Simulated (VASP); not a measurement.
# NaF (Fm-3m) in VASP: single point with PBE

Aim: the single point of NaF with PBE.

Program: VASP 6.6.1. These are calculated values, not measurements. Logs are shortened: lines on timing, memory, paths and dates and some standing lists are left out, and cuts for length are marked.

### Step 1. The cell of the first run

It takes space group Fm-3m (No. 225, cubic). The conventional cell has a = 4.572 Å, b = 4.572 Å, c = 4.572 Å, α = 90.00°, β = 90.00°, γ = 90.00°. Within 3.0 Å of Na (site symmetry m-3m) lie 6 F at 2.29 Å. F (site symmetry m-3m) has 6 Na at 2.29 Å within 3.0 Å.

### Step 2. Single point, PBE

Contents of INCAR:

```
PREC = Accurate
ENCUT = 600
EDIFF = 1E-6
ISMEAR = 0
SIGMA = 0.02
LREAL = False
LASPH = True
NELM = 120
ALGO = Normal
ISIF = 2
LWAVE = False
LCHARG = False
GGA = PE
NBANDS = 14
GGA_COMPAT = False
```

Contents of KPOINTS:

```
regular mesh
0
Gamma
  8 8 8
```

Contents of POSCAR:

```
NaF
1.0
    0.0000000000      2.2860065773      2.2860065773
    2.2860065773      0.0000000000      2.2860065773
    2.2860065773      2.2860065773      0.0000000000
Na F
1 1
Direct
    0.0000000000      0.0000000000      0.0000000000
    0.5000000000      0.5000000000      0.5000000000
```

Potentials or basis: VASP PAW PBE potentials, release 64 (Na_pv, F).

Run with:

```sh
> cat potpaw_PBE.64/Na_pv/POTCAR potpaw_PBE.64/F/POTCAR > POTCAR
> mpirun -np 1 vasp_std > vasp.out
```

OUTCAR:

```text
PREC = Accurate
   ENCUT = 600
   EDIFF = 1E-6
   ISMEAR = 0
   LREAL = False
   LASPH = True
   NELM = 120
   ISIF = 2
   GGA = PE

 ion  position               nearest neighbor table
   1  0.000  0.000  0.000-   2 2.29   2 2.29   2 2.29   2 2.29   2 2.29   2 2.29
   2  0.500  0.500  0.500-   1 2.29   1 2.29   1 2.29   1 2.29   1 2.29   1 2.29

  LATTYP: Found a face centered cubic cell.
 ALAT       =     4.5720131546

  Lattice vectors:

 A1 = (   0.0000000000,   2.2860065773,   2.2860065773)
 A2 = (   2.2860065773,   0.0000000000,   2.2860065773)
 A3 = (   2.2860065773,   2.2860065773,   0.0000000000)

Analysis of symmetry for initial positions (statically):
=====================================================================
 Subroutine PRICEL returns:
 Original cell was already a primitive cell.

 Routine SETGRP: Setting up the symmetry group for a
 face centered cubic supercell.

 Subroutine GETGRP returns: Found 48 space group operations
 (whereof 48 operations were pure point group operations)
 out of a pool of 48 trial point group operations.

The static configuration has the point symmetry O_h .

Analysis of symmetry for dynamics (positions and initial velocities):
=====================================================================
 Subroutine PRICEL returns:
 Original cell was already a primitive cell.

 Routine SETGRP: Setting up the symmetry group for a
 face centered cubic supercell.

 Subroutine GETGRP returns: Found 48 space group operations
 (whereof 48 operations were pure point group operations)
 out of a pool of 48 trial point group operations.

The dynamic configuration has the point symmetry O_h .

 Subroutine INISYM returns: Found 48 space group operations
 (whereof 48 operations are pure point group operations),
 and found     1 'primitive' translations

----------------------------------------------------------------------------------------

                                     Primitive cell

  volume of cell :      23.8925

  direct lattice vectors                    reciprocal lattice vectors
     0.000000000  2.286006577  2.286006577    -0.218722030  0.218722030  0.218722030
     2.286006577  0.000000000  2.286006577     0.218722030 -0.218722030  0.218722030
     2.286006577  2.286006577  0.000000000     0.218722030  0.218722030 -0.218722030

  length of vectors
     3.232901505  3.232901505  3.232901505     0.378837669  0.378837669  0.378837669

  position of ions in fractional coordinates (direct lattice)
     0.000000000  0.000000000  0.000000000
     0.500000000  0.500000000  0.500000000

  ion indices of the primitive-cell ions
   primitive index   ion index
                 1           1
                 2           2

----------------------------------------------------------------------------------------

 KPOINTS: regular mesh

Automatic generation of k-mesh.
 Grid dimensions read from file:
 generate k-points for:    8    8    8

 Generating k-lattice:

  Cartesian coordinates                     Fractional coordinates (reciprocal lattice)
    -0.027340254  0.027340254  0.027340254     0.125000000  0.000000000  0.000000000
     0.027340254 -0.027340254  0.027340254     0.000000000  0.125000000  0.000000000
     0.027340254  0.027340254 -0.027340254     0.000000000  0.000000000  0.125000000

  Length of vectors
     0.047354709  0.047354709  0.047354709

  Shift w.r.t. Gamma in fractional coordinates (k-lattice)
     0.000000000  0.000000000  0.000000000

 Subroutine IBZKPT returns following result:
 ===========================================

 Found     29 irreducible k-points:

 Following reciprocal coordinates:
            Coordinates               Weight
  0.000000  0.000000  0.000000      1.000000
  0.125000  0.000000  0.000000      8.000000
  0.250000  0.000000  0.000000      8.000000
  0.375000  0.000000  0.000000      8.000000
  0.500000  0.000000  0.000000      4.000000
  0.125000  0.125000  0.000000      6.000000
[... 16 lines left out ...]
  0.500000  0.250000  0.125000     48.000000
 -0.375000  0.250000  0.125000     24.000000
 [... further k-points ...]
   k-points           NKPTS =     29   k-points in BZ     NKDIM =     29   number of bands    NBANDS=     14
   number of dos      NEDOS =    301   number of ions     NIONS =      2
   total plane-waves  NPLWV =  21952
   dimension x,y,z NGX =    28 NGY =   28 NGZ =   28
   dimension x,y,z NGXF=    56 NGYF=   56 NGZF=   56
   ions per type =               1   1
   NGX,Y,Z   is equivalent  to a cutoff of  14.40, 14.40, 14.40 a.u.
   NGXF,Y,Z  is equivalent  to a cutoff of  28.80, 28.80, 28.80 a.u.
 SYSTEM =  unknown system
   PREC   = accura    normal or accurate (medium, high low for compatibility)
   ISTART =      0    job   : 0-new  1-cont  2-samecut
   ICHARG =      2    charge: 1-file 2-atom 10-const
   ISPIN  =      1    spin polarized calculation?
   LNONCOLLINEAR =      F non collinear calculations
   LSORBIT =      F    spin-orbit coupling
   LASPH  =      T    aspherical Exc in radial PAW
   ENCUT  =  600.0 eV  44.10 Ry    6.64 a.u.   6.46  6.46  6.46*2*pi/ulx,y,z
   NELM   =    120;   NELMIN=  2; NELMDL= -5     # of ELM steps
   EDIFF  = 0.1E-05   stopping-criterion for ELM
   LREAL  =      F    real-space projection
[... 7 lines left out ...]
   TEBEG  =    0.0;   TEEND  =   0.0 temperature during run
   PSTRESS=    0.0 pullay stress
   NELECT =      14.0000    total number of electrons
   NUPDOWN=      -1.0000    fix difference up-down
   EMIN   =  10.00;   EMAX   =-10.00  energy-range for DOS
   EFERMI =   0.00;   METHOD = LEGACY
   ISMEAR =     0;   SIGMA  =   0.02  broadening in eV -4-tet -1-fermi 0-gaus
   EFERMI_NEDOS =   21; number of points for ismear=-14 and -15
   IALGO  =     38    algorithm
   IMIX   =      4    mixing-type and parameters
     AMIX     =   0.40;   BMIX     =  1.00
     AMIX_MAG =   1.60;   BMIX_MAG =  1.00
  volume/ion in A,a.u.               =      11.95        80.62
  Fermi-wavevector in a.u.,A,eV,Ry     =   1.369925  2.588782 25.533968  1.876694
  Thomas-Fermi vector in A             =   2.495757
   LORBIT       =      0    0 simple, 1 ext, 2 COOP (PROOUT), +10 PAW based schemes
   GGA     = PE    functional components
   LHFCALC =     F    Hartree Fock is set to
   AEXX    =    0.0000 exact exchange contribution
   IVDW    =     0    specifies the selected vdW correction
   LEPSILON=     F    determine dielectric tensor
   LRPA    =     F    only Hartree local field effects (RPA)
 non-spin polarized calculation
 Gauss-broadening in eV      SIGMA  =   0.02
  energy-cutoff  :      600.00
  volume of cell :       23.89
 maximum number of plane-waves:       821
 NGX is ok and might be reduce to    28
   NGX = 13   NGY = 13   NGZ = 13

 number of electron      14.0000000 magnetization

 Free energy of the ion-electron system (eV)
  ---------------------------------------------------
  ext. energy  EPLUGINS =         0.00000000
  ---------------------------------------------------
  free energy    TOTEN  =        -8.54219829 eV

  energy without entropy =       -8.54219829  energy(sigma->0) =       -8.54219829

 E-fermi :  -1.6900     XC(G=0):  -9.3494

 val. band max:       -1.9054702175   @ k =   0.0000   0.0000   0.0000
 cond. band min:       4.6199391882   @ k =   0.0000   0.0000   0.0000
 fundamental gap:      6.5254094056
 Fermi energy:        -1.6899747314

 k-point     1 :       0.0000    0.0000    0.0000
  band No.  band energies     occupation
      1     -21.1493      2.00000
      2     -20.7314      2.00000
      3     -20.7314      2.00000
      4     -20.7314      2.00000
      5      -1.9055      2.00000
      6      -1.9055      2.00000
      7      -1.9055      2.00000
      8       4.6199      0.00000
      9      17.3630      0.00000
     10      17.3630      0.00000
     11      17.3630      0.00000
     12      20.3121      0.00000
     13      22.5338      0.00000
     14      22.5338      0.00000

 k-point     2 :       0.1250    0.0000    0.0000
  band No.  band energies     occupation
      1     -21.3182      2.00000
      2     -20.7334      2.00000
      3     -20.7334      2.00000
      4     -20.5402      2.00000
      5      -2.2162      2.00000
      6      -1.9466      2.00000
      7      -1.9466      2.00000
      8       5.1816      0.00000
      9      15.6114      0.00000
     10      17.6188      0.00000
     11      17.6188      0.00000
     12      21.9903      0.00000
     13      21.9903      0.00000
     14      22.2868      0.00000

 k-point     3 :       0.2500    0.0000    0.0000
  band No.  band energies     occupation
      1     -21.5449      2.00000
      2     -20.7382      2.00000
      3     -20.7382      2.00000
      4     -20.2585      2.00000
      5      -2.8500      2.00000
      6      -2.0448      2.00000
      7      -2.0448      2.00000
      8       6.5303      0.00000
      9      13.5172      0.00000
     10      18.1956      0.00000
     11      18.1956      0.00000
     12      21.3403      0.00000
     13      21.3403      0.00000
     14      23.0799      0.00000
[... 324 lines left out ...]
 k-point    23 :       0.5000    0.2500    0.1250
  band No.  band energies     occupation
      1     -21.5603      2.00000
      2     -20.7902      2.00000
      3     -20.7585      2.00000
      4     -20.1564      2.00000
      5      -3.2084      2.00000
      6      -2.4330      2.00000
      7      -2.2251      2.00000
      8       9.0604      0.00000
      9      11.9485      0.00000
     10      15.9576      0.00000
     11      17.8468      0.00000
     12      20.1046      0.00000
     13      22.2285      0.00000
     14      26.5041      0.00000

 k-point    24 :      -0.3750    0.2500    0.1250
  band No.  band energies     occupation
      1     -21.5746      2.00000
      2     -20.7937      2.00000
      3     -20.7668      2.00000
      4     -20.1242      2.00000
      5      -3.2841      2.00000
      6      -2.5156      2.00000
      7      -2.2654      2.00000
      8      10.1553      0.00000
      9      11.1404      0.00000
     10      15.6506      0.00000
     11      17.5454      0.00000
     12      20.7205      0.00000
     13      21.8197      0.00000
     14      26.7404      0.00000

 [... further k-points ...]

------------------------ aborting loop because EDIFF is reached ----------------------------------------

  FORCE on cell =-STRESS in cart. coord.  units (eV):
  Direction    XX          YY          ZZ          XY          YZ          ZX
  --------------------------------------------------------------------------------------
  -------------------------------------------------------------------------------------
  Total        0.6444014      0.6444014      0.6444014     -0.0000000      0.0000000     -0.0000000
  in kB       43.2120253     43.2120253     43.2120253     -0.0000000      0.0000000     -0.0000000
  external PRESSURE =      43.2120253 kB  Pullay stress =       0.0000000 kB

 VOLUME and BASIS-vectors are now :
 -----------------------------------------------------------------------------
  energy-cutoff  :      600.00
  volume of cell :       23.89
      direct lattice vectors                 reciprocal lattice vectors
     0.000000000  2.286006577  2.286006577    -0.218722030  0.218722030  0.218722030
     2.286006577  0.000000000  2.286006577     0.218722030 -0.218722030  0.218722030
     2.286006577  2.286006577  0.000000000     0.218722030  0.218722030 -0.218722030

 POSITION                                       TOTAL-FORCE (eV/Angst)
 -----------------------------------------------------------------------------------
      0.00000      0.00000      0.00000        -0.000000     -0.000000     -0.000000
      2.28601      2.28601      2.28601         0.000000      0.000000      0.000000
 -----------------------------------------------------------------------------------
    total drift:                                0.000000      0.000000      0.000000

  FREE ENERGIE OF THE ION-ELECTRON SYSTEM (eV)
  ---------------------------------------------------
  free  energy   TOTEN  =        -8.5421982877 eV

  energy  without entropy=       -8.5421982877  energy(sigma->0) =       -8.54219829
```

Run time: 6.2 s. Hardware: 1 thread of Intel Xeon 6975P-C (Granite Rapids), shared host; peak memory 0.14 GiB.

What came out:

* Free energy: -8.5422 eV
* Pressure: 4.3 GPa
* Band gap on the k mesh: 6.53 eV

Caveat: the cell stands under pressure.
